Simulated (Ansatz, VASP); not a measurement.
# MgH2 in VASP and in Ansatz

The input INCAR:

```
  PREC = Accurate
  ENCUT = 600
  EDIFF = 1E-6
  ISMEAR = -1
  SIGMA = 0.05
  LREAL = F
  LASPH = T
  NELM = 100
  ALGO = Normal
  ISIF = 3
  LWAVE = F
  LCHARG = F
  GGA = PS
  IVDW = 13
  IBRION = 2
  NSW = 60
  EDIFFG = -0.01
```

KPOINTS

```
regular mesh
0
Gamma
  10 10 10
```

The input POSCAR:

```
MgH2
1.0
    0.0000000000      2.3810671667      2.3810671667
    2.3810671667      0.0000000000      2.3810671667
    2.3810671667      2.3810671667      0.0000000000
Mg H
1 2
Direct
    0.0000000000      0.0000000000      0.0000000000
    0.2500000000      0.2500000000      0.2500000000
    0.7500000000      0.7500000000      0.7500000000
```

input.yaml

```yaml
crystal:
  lattice:
    - [0.0, 2.3810671667, 2.3810671667]
    - [2.3810671667, 0.0, 2.3810671667]
    - [2.3810671667, 2.3810671667, 0.0]
  atoms:
    - { symbol: Mg, position: [0.0, 0.0, 0.0] }
    - { symbol: H, position: [0.25, 0.25, 0.25] }
    - { symbol: H, position: [0.75, 0.75, 0.75] }
hamiltonian:
  xc: pbesol
  pseudopotentials: { kind: paw }
  dispersion: d4
kpoints:
  mp_grid: { grid: [10, 10, 10] }
scf:
  occupations: { method: fermi_dirac, width: 0.05 }
output:
  forces: true
  stress: true
  eigenvalues: true
relax:
  f_tol: 0.01
  max_steps: 40
  cell: { stress_tol: 0.05 }
```

Alike in both runs: task relaxation of cell and atoms; functional PBEsol; dispersion D4; k mesh 10 × 10 × 10; occupations fermi-dirac, width 0.05 eV; no spin polarisation.

|  | VASP | Ansatz |
| --- | --- | --- |
| version | VASP 6.6.1 | Ansatz 0.2.0 |
| potentials or method | VASP PAW PBE potentials, release 64 (Mg, H) | Ansatz PAW |
| plane-wave cutoff (eV) | 600 | 420 |
| valence electrons in the cell | 4 | 12 |

Ansatz gave:

```
gap on the k mesh at the Fermi level, each at its own relaxed structure (eV) : none
relaxed volume (Å³/atom)                                                     : 8.66
relaxed cell length with the largest relative difference (Å)                 : 3.325
```

**Question.** What did VASP give for the same quantities?

**Answer.** gap on the k mesh at the Fermi level, each at its own relaxed structure (eV): none; relaxed volume (Å³/atom): 8.64; relaxed cell length with the largest relative difference (Å): 3.322.

VASP's potentials were made for PBE, not for PBEsol. A gap of «none» marks a metal or a gap that the smearing closes. VASP's potentials hold 4 valence electrons a cell and Ansatz's 12, so a difference there can come from the potentials and not from the codes.

Noted on Ansatz's run: the plane-wave basis is chosen anew once the cell has moved, so the energies of steps on either side of that aren't comparable.
